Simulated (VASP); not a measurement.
# Tc (P6_3/mmc) in VASP: notebook

The runs below take Tc through single point, with PBE.

All numbers are computed with VASP 6.6.1; they aren't measurements. Logs are shortened: lines on timing, memory, paths and dates and some standing lists are left out, and cuts for length are marked.

## (1) The cell of the first run

The structure is hexagonal, space group P6_3/mmc (No. 194). Conventional cell: a = 2.684 Å, b = 2.684 Å, c = 4.308 Å, α = 90.00°, β = 90.00°, γ = 120.00°. Within 3.5 Å of Tc (site symmetry -6m2) lie 12 Tc at 2.65 to 2.68 Å.

## (2) Single point, PBE (13.44 Å³/atom)

Contents of INCAR:

```
ALGO = Normal ; EDIFF = 1E-6
ENCUT = 520 ; GGA = PE
ISIF = 2 ; ISMEAR = -1
LASPH = True ; LCHARG = False
LREAL = False ; LWAVE = False
NBANDS = 20 ; NELM = 60
PREC = Accurate ; SIGMA = 0.05
```

Contents of KPOINTS:

```
k-points
0
Gamma
  11 11 6
```

Contents of POSCAR:

```
Tc
1.0
    2.6840659379      0.0000000000      0.0000000000
   -1.3420329689      2.3244692877      0.0000000000
    0.0000000000      0.0000000000      4.3082197061
Tc
2
Direct
    0.6666666667      0.3333333333      0.7500000000
    0.3333333333      0.6666666667      0.2500000000
```

Potentials or basis: VASP PAW PBE potentials, release 64 (Tc_pv).

The run is started by

```bash
$ cat potpaw_PBE.64/Tc_pv/POTCAR > POTCAR
$ mpirun -np 1 vasp_std > vasp.out
```

OUTCAR:

```text
EDIFF = 1E-6
   ENCUT = 520
   GGA = PE
   ISIF = 2
   ISMEAR = -1
   LASPH = True
   LREAL = False
   NELM = 60
   PREC = Accurate

 ion  position               nearest neighbor table
   1  0.667  0.333  0.750-   2 2.65   2 2.65   2 2.65   2 2.65   2 2.65   2 2.65
   2  0.333  0.667  0.250-   1 2.65   1 2.65   1 2.65   1 2.65   1 2.65   1 2.65

  LATTYP: Found a hexagonal cell.
 ALAT       =     2.6840659379
 C/A-ratio  =     1.6051094890

  Lattice vectors:

 A1 = (   2.6840659379,   0.0000000000,   0.0000000000)
 A2 = (  -1.3420329689,   2.3244692877,   0.0000000000)
 A3 = (   0.0000000000,   0.0000000000,   4.3082197061)

Analysis of symmetry for initial positions (statically):
=====================================================================
 Subroutine PRICEL returns:
 Original cell was already a primitive cell.

 Routine SETGRP: Setting up the symmetry group for a
 hexagonal supercell.

 Subroutine GETGRP returns: Found 24 space group operations
 (whereof 12 operations were pure point group operations)
 out of a pool of 24 trial point group operations.

The static configuration has the point symmetry D_3d.
 The point group associated with its full space group is D_6h.

Analysis of symmetry for dynamics (positions and initial velocities):
=====================================================================
 Subroutine PRICEL returns:
 Original cell was already a primitive cell.

 Routine SETGRP: Setting up the symmetry group for a
 hexagonal supercell.

 Subroutine GETGRP returns: Found 24 space group operations
 (whereof 12 operations were pure point group operations)
 out of a pool of 24 trial point group operations.

The dynamic configuration has the point symmetry D_3d.
 The point group associated with its full space group is D_6h.

 Subroutine INISYM returns: Found 24 space group operations
 (whereof 12 operations are pure point group operations),
 and found     1 'primitive' translations

----------------------------------------------------------------------------------------

                                     Primitive cell

  volume of cell :      26.8791

  direct lattice vectors                    reciprocal lattice vectors
     2.684065938  0.000000000  0.000000000     0.372569089  0.215102864  0.000000000
    -1.342032969  2.324469288  0.000000000     0.000000000  0.430205727  0.000000000
     0.000000000  0.000000000  4.308219706     0.000000000  0.000000000  0.232114439

  length of vectors
     2.684065938  2.684065938  4.308219706     0.430205727  0.430205727  0.232114439

  position of ions in fractional coordinates (direct lattice)
     0.666666667  0.333333333  0.750000000
     0.333333333  0.666666667  0.250000000

  ion indices of the primitive-cell ions
   primitive index   ion index
                 1           1
                 2           2

----------------------------------------------------------------------------------------

 KPOINTS: k-points

Automatic generation of k-mesh.
 Grid dimensions read from file:
 generate k-points for:   11   11    6

 Generating k-lattice:

  Cartesian coordinates                     Fractional coordinates (reciprocal lattice)
     0.033869917  0.019554806  0.000000000     0.090909091  0.000000000  0.000000000
     0.000000000  0.039109612  0.000000000     0.000000000  0.090909091  0.000000000
     0.000000000  0.000000000  0.038685740     0.000000000  0.000000000  0.166666667

  Length of vectors
     0.039109612  0.039109612  0.038685740

  Shift w.r.t. Gamma in fractional coordinates (k-lattice)
     0.000000000  0.000000000  0.000000000

 Subroutine IBZKPT returns following result:
 ===========================================

 Found     64 irreducible k-points:

 Following reciprocal coordinates:
            Coordinates               Weight
  0.000000  0.000000  0.000000      1.000000
  0.090909  0.000000  0.000000      6.000000
  0.181818  0.000000  0.000000      6.000000
  0.272727  0.000000  0.000000      6.000000
  0.363636  0.000000  0.000000      6.000000
  0.454545  0.000000  0.000000      6.000000
[... 16 lines left out ...]
  0.090909  0.090909  0.166667     12.000000
  0.181818  0.090909  0.166667     24.000000
 [... further k-points ...]
   k-points           NKPTS =     64   k-points in BZ     NKDIM =     64   number of bands    NBANDS=     20
   number of dos      NEDOS =    301   number of ions     NIONS =      2
   total plane-waves  NPLWV =  12800
   dimension x,y,z NGX =    20 NGY =   20 NGZ =   32
   dimension x,y,z NGXF=    40 NGYF=   40 NGZF=   64
   ions per type =               2
   NGX,Y,Z   is equivalent  to a cutoff of  12.39, 12.39, 12.35 a.u.
   NGXF,Y,Z  is equivalent  to a cutoff of  24.78, 24.78, 24.70 a.u.
 SYSTEM =  unknown system
   PREC   = accura    normal or accurate (medium, high low for compatibility)
   ISTART =      0    job   : 0-new  1-cont  2-samecut
   ICHARG =      2    charge: 1-file 2-atom 10-const
   ISPIN  =      1    spin polarized calculation?
   LNONCOLLINEAR =      F non collinear calculations
   LSORBIT =      F    spin-orbit coupling
   LASPH  =      T    aspherical Exc in radial PAW
   ENCUT  =  520.0 eV  38.22 Ry    6.18 a.u.   4.99  4.99  8.01*2*pi/ulx,y,z
   NELM   =     60;   NELMIN=  2; NELMDL= -5     # of ELM steps
   EDIFF  = 0.1E-05   stopping-criterion for ELM
   LREAL  =      F    real-space projection
   EDIFFG = 0.1E-04   stopping-criterion for IOM
   NSW    =      0    number of steps for IOM
   IBRION =     -1    ionic relax: 0-MD 1-quasi-New 2-CG
   NFREE  =      0    steps in history (QN), initial steepest desc. (CG)
   ISIF   =      2    stress and relaxation
   ISYM   =      2    0-nonsym 1-usesym 2-fastsym
   POTIM  = 0.5000    time-step for ionic-motion
   TEBEG  =    0.0;   TEEND  =   0.0 temperature during run
   PSTRESS=    0.0 pullay stress
   NELECT =      26.0000    total number of electrons
   NUPDOWN=      -1.0000    fix difference up-down
   EMIN   =  10.00;   EMAX   =-10.00  energy-range for DOS
   EFERMI =   0.00;   METHOD = LEGACY
   ISMEAR =    -1;   SIGMA  =   0.05  broadening in eV -4-tet -1-fermi 0-gaus
   EFERMI_NEDOS =   21; number of points for ismear=-14 and -15
   IALGO  =     38    algorithm
   IMIX   =      4    mixing-type and parameters
     AMIX     =   0.40;   BMIX     =  1.00
     AMIX_MAG =   1.60;   BMIX_MAG =  1.00
  volume/ion in A,a.u.               =      13.44        90.69
  Fermi-wavevector in a.u.,A,eV,Ry     =   1.619053  3.059566 35.665385  2.621332
  Thomas-Fermi vector in A             =   2.713216
   LORBIT       =      0    0 simple, 1 ext, 2 COOP (PROOUT), +10 PAW based schemes
   GGA     = PE    functional components
   LHFCALC =     F    Hartree Fock is set to
   AEXX    =    0.0000 exact exchange contribution
   IVDW    =     0    specifies the selected vdW correction
   LEPSILON=     F    determine dielectric tensor
   LRPA    =     F    only Hartree local field effects (RPA)
 non-spin polarized calculation
  energy-cutoff  :      520.00
  volume of cell :       26.88
 maximum number of plane-waves:       744
 NGX is ok and might be reduce to    20
   NGX =  9   NGY =  9   NGZ = 17

 number of electron      26.0000010 magnetization

 Free energy of the ion-electron system (eV)
  ---------------------------------------------------
  ext. energy  EPLUGINS =         0.00000000
  ---------------------------------------------------
  free energy    TOTEN  =       -20.56983475 eV

  energy without entropy =      -20.55353523  energy(sigma->0) =      -20.56168499

 E-fermi :  13.7450     XC(G=0): -14.1706

 val. band max:       13.7292700813   @ k =   0.3636   0.2727   0.5000
 cond. band min:      13.7843587220   @ k =   0.1818   0.0909   0.3333
 fundamental gap:      0.0550886406
 Fermi energy:        13.7450013882

 k-point     1 :       0.0000    0.0000    0.0000
  band No.  band energies     occupation
      1     -25.8774      2.00000
      2     -24.5258      2.00000
      3     -24.5258      2.00000
      4     -24.3021      2.00000
      5     -24.3021      2.00000
      6     -24.2541      2.00000
[... 12 lines left out ...]
     19      25.6722      0.00000
     20      28.0923      0.00000

 k-point     2 :       0.0909    0.0000    0.0000
  band No.  band energies     occupation
      1     -25.8367      2.00000
      2     -24.6195      2.00000
      3     -24.5560      2.00000
      4     -24.3988      2.00000
      5     -24.3148      2.00000
      6     -24.2712      2.00000
[... 12 lines left out ...]
     19      25.6357      0.00000
     20      28.7740      0.00000

 k-point     3 :       0.1818    0.0000    0.0000
  band No.  band energies     occupation
      1     -25.7209      2.00000
      2     -24.8696      2.00000
      3     -24.6499      2.00000
      4     -24.6338      2.00000
      5     -24.3516      2.00000
      6     -24.3233      2.00000
[... 12 lines left out ...]
     19      25.4264      0.00000
     20      30.1291      0.00000

 k-point     4 :       0.2727    0.0000    0.0000
  band No.  band energies     occupation
      1     -25.5494      2.00000
      2     -25.1946      2.00000
      3     -24.9623      2.00000
      4     -24.7304      2.00000
      5     -24.4108      2.00000
      6     -24.4033      2.00000
[... 12 lines left out ...]
     19      25.0555      0.00000
     20      28.7616      0.00000

 k-point     5 :       0.3636    0.0000    0.0000
  band No.  band energies     occupation
      1     -25.4894      2.00000
      2     -25.3556      2.00000
      3     -25.2358      2.00000
      4     -24.8154      2.00000
      5     -24.5269      2.00000
      6     -24.4530      2.00000
[... 12 lines left out ...]
     19      25.2980      0.00000
     20      26.1636      0.00000

 k-point     6 :       0.4545    0.0000    0.0000
  band No.  band energies     occupation
      1     -25.6624      2.00000
      2     -25.3932      2.00000
      3     -25.2017      2.00000
      4     -24.8647      2.00000
      5     -24.6343      2.00000
      6     -24.4832      2.00000
[... 12 lines left out ...]
     19      25.8470      0.00000
     20      26.6829      0.00000

 k-point     7 :       0.0909    0.0909    0.0000
  band No.  band energies     occupation
      1     -25.7583      2.00000
      2     -24.7706      2.00000
      3     -24.6683      2.00000
      4     -24.5204      2.00000
      5     -24.3543      2.00000
      6     -24.3058      2.00000
[... 12 lines left out ...]
     19      25.5097      0.00000
     20      29.8612      0.00000
[... 277 lines left out ...]
 k-point    20 :       0.2727    0.0000    0.1667
  band No.  band energies     occupation
      1     -25.5508      2.00000
      2     -25.1258      2.00000
      3     -25.0112      2.00000
      4     -24.7089      2.00000
      5     -24.4306      2.00000
      6     -24.4257      2.00000
[... 12 lines left out ...]
     19      26.4979      0.00000
     20      29.0759      0.00000

 k-point    21 :       0.3636    0.0000    0.1667
  band No.  band energies     occupation
      1     -25.6003      2.00000
      2     -25.3337      2.00000
      3     -25.1478      2.00000
      4     -24.7917      2.00000
      5     -24.5212      2.00000
      6     -24.4779      2.00000
[... 12 lines left out ...]
     19      26.1442      0.00000
     20      27.3349      0.00000

 k-point    22 :       0.4545    0.0000    0.1667
  band No.  band energies     occupation
      1     -25.7267      2.00000
      2     -25.4759      2.00000
      3     -25.0752      2.00000
      4     -24.8398      2.00000
      5     -24.6056      2.00000
      6     -24.5094      2.00000
[... 12 lines left out ...]
     19      25.7026      0.00000
     20      26.8307      0.00000

 k-point    23 :       0.0909    0.0909    0.1667
  band No.  band energies     occupation
      1     -25.6793      2.00000
      2     -24.7435      2.00000
      3     -24.6851      2.00000
      4     -24.5616      2.00000
      5     -24.3724      2.00000
      6     -24.3462      2.00000
[... 12 lines left out ...]
     19      26.7318      0.00000
     20      29.3256      0.00000

 k-point    24 :       0.1818    0.0909    0.1667
  band No.  band energies     occupation
      1     -25.5774      2.00000
      2     -24.9974      2.00000
      3     -24.9270      2.00000
      4     -24.6717      2.00000
      5     -24.4425      2.00000
      6     -24.3930      2.00000
[... 12 lines left out ...]
     19      26.6297      0.00000
     20      30.0127      0.00000

 [... further k-points ...]

------------------------ aborting loop because EDIFF is reached ----------------------------------------

  FORCE on cell =-STRESS in cart. coord.  units (eV):
  Direction    XX          YY          ZZ          XY          YZ          ZX
  --------------------------------------------------------------------------------------
  -------------------------------------------------------------------------------------
  Total        4.0834167      4.0834167      4.0648623      0.0000000     -0.0000000      0.0000000
  in kB      243.3993672    243.3993672    242.2933999      0.0000000     -0.0000000      0.0000000
  external PRESSURE =     243.0307114 kB  Pullay stress =       0.0000000 kB

 VOLUME and BASIS-vectors are now :
 -----------------------------------------------------------------------------
  energy-cutoff  :      520.00
  volume of cell :       26.88
      direct lattice vectors                 reciprocal lattice vectors
     2.684065938  0.000000000  0.000000000     0.372569089  0.215102864  0.000000000
    -1.342032969  2.324469288  0.000000000     0.000000000  0.430205727  0.000000000
     0.000000000  0.000000000  4.308219706     0.000000000  0.000000000  0.232114439

 POSITION                                       TOTAL-FORCE (eV/Angst)
 -----------------------------------------------------------------------------------
      1.34203      0.77482      3.23116         0.000000      0.000000      0.000000
     -0.00000      1.54965      1.07705        -0.000000     -0.000000      0.000000
 -----------------------------------------------------------------------------------
    total drift:                                0.000000     -0.000000      0.000000

  FREE ENERGIE OF THE ION-ELECTRON SYSTEM (eV)
  ---------------------------------------------------
  free  energy   TOTEN  =       -20.5698347537 eV

  energy  without entropy=      -20.5535352311  energy(sigma->0) =      -20.56168499
```

It took 9.7 s on 1 thread of Intel Xeon 6975P-C (Granite Rapids), shared host; peak memory 0.15 GiB.

What came out:

| Quantity | Value |
| --- | --- |
| Free energy | -20.5698 eV |
| Pressure | 24.3 GPa |
| Band gap on the k mesh | zero (bands 13 and 14 overlap by 3.40 eV) |

Levels at points of the mesh, in eV from the Fermi level:
```csv
k point,band 9,band 10,band 11,band 12,band 13,band 14,band 15,band 16,band 17,band 18
"(0.00, 0.00, 0.00)",-1.71,-1.71,-1.64,-0.92,-0.92,-0.14,-0.14,1.87,2.76,2.76
"(0.00, 0.00, 0.50)",-1.99,-1.99,-1.85,-1.85,-1.85,-1.85,2.04,2.04,2.04,2.04
```

Caveat: the cell stands under pressure.

## (3) Single point, PBE (13.73 Å³/atom)

This run uses another cell than the first one, of 13.73 Å³/atom.

Contents of INCAR:

```
PREC = Accurate ; ENCUT = 520
EDIFF = 1E-6 ; ISMEAR = -1
SIGMA = 0.05 ; LREAL = False
LASPH = True ; NELM = 100
ALGO = Normal ; ISIF = 2
LWAVE = False ; LCHARG = False
GGA = PE ; NBANDS = 20
```

Contents of KPOINTS:

```
Automatic mesh
0
Gamma
  11 11 6
```

Contents of POSCAR:

```
Tc
1.0
    2.7029684335      0.0000000000      0.0000000000
   -1.3514842167      2.3408393290      0.0000000000
    0.0000000000      0.0000000000      4.3385602812
Tc
2
Direct
    0.6666666667      0.3333333333      0.7500000000
    0.3333333333      0.6666666667      0.2500000000
```

Potentials or basis: VASP PAW PBE potentials, release 64 (Tc_pv).

The run is started by

```bash
$ cat potpaw_PBE.64/Tc_pv/POTCAR > POTCAR
$ mpirun -np 1 vasp_std > vasp.out
```

It took 9.9 s on 1 thread of Intel Xeon 6975P-C (Granite Rapids), shared host; peak memory 0.15 GiB.

It converged, with:

| Item | Value |
| --- | --- |
| Free energy | -20.6426 eV |
| Pressure | 16.1 GPa |
| Band gap on the k mesh | zero (bands 13 and 14 overlap by 3.30 eV) |

Stress tensor (GPa, compression positive):
```
16.17  0.00  0.00
 0.00 16.17  0.00
 0.00  0.00 16.09
```

Levels at points of the mesh, in eV from the Fermi level:
```
           k point  band 10  band 11  band 12  band 13  band 14  band 15  band 16  band 17
(0.00, 0.00, 0.00)    -1.65    -1.58    -0.89    -0.89    -0.13    -0.13     1.80     2.69
(0.00, 0.00, 0.50)    -1.95    -1.79    -1.79    -1.79    -1.79     1.98     1.98     1.98
```

Caveat: the cell stands under pressure.

## (4) Single point, PBE (14.01 Å³/atom)

This run uses another cell than the first one, of 14.01 Å³/atom.

Contents of INCAR:

```
SYSTEM = Tc
ALGO = Fast ; EDIFF = 1E-6
ENCUT = 520 ; GGA = PE
ISIF = 2 ; ISMEAR = -1
LASPH = .True. ; LCHARG = .True.
LELF = .True. ; LREAL = .False.
LVHAR = .True. ; LWAVE = .False.
NBANDS = 20 ; NELM = 60
PREC = Accurate ; SIGMA = 0.05
```

Contents of KPOINTS:

```
k-points
0
Gamma
  11 11 6
  0 0 0
```

Contents of POSCAR:

```
Tc
1.0
    2.7216101842      0.0000000000      0.0000000000
   -1.3608050921      2.3569835587      0.0000000000
    0.0000000000      0.0000000000      4.3684823321
Tc
2
Direct
    0.6666666667      0.3333333333      0.7500000000
    0.3333333333      0.6666666667      0.2500000000
```

The run is started by

```bash
$ cat potpaw_PBE.64/Tc_pv/POTCAR > POTCAR
$ mpirun -np 1 vasp_std > vasp.out
```

It took 12 s on 1 thread of Intel Xeon 6975P-C (Granite Rapids), shared host; peak memory 0.15 GiB.

The run converged. Its results:

| Quantity | Value |
| --- | --- |
| Free energy | -20.6877 eV |
| Pressure | 8.9 GPa |
| Band gap on the k mesh | zero (bands 13 and 14 overlap by 3.20 eV) |

Levels at points of the mesh, in eV from the Fermi level:
```tsv
k point	band 11	band 12	band 13	band 14	band 15	band 16
(0.00, 0.00, 0.00)	-1.53	-0.85	-0.85	-0.12	-0.12	1.74
(0.00, 0.00, 0.50)	-1.73	-1.73	-1.73	-1.73	1.93	1.93
```

Caveat: the cell stands under pressure.

## (5) The runs side by side

```csv
cell,gap on the mesh (eV),pressure (GPa)
"a = 2.684, b = 2.684, c = 4.308 Å, angles 90.0, 90.0, 120.0°, 2 atoms",none,24.3
"a = 2.703, b = 2.703, c = 4.339 Å, angles 90.0, 90.0, 120.0°, 2 atoms",none,16.1
"a = 2.722, b = 2.722, c = 4.368 Å, angles 90.0, 90.0, 120.0°, 2 atoms",none,8.9
```

Alike in all rows: task single point; level PBE; potentials or basis VASP PAW PBE potentials, release 64 (Tc_pv); no spin polarisation; k mesh 11 × 11 × 6; cutoff (eV) 520; smearing fermi-dirac 0.05 eV.

Caveats: the cell stands under pressure.

Total energies depend on the potentials used, so only differences within one code and one set of settings carry meaning.
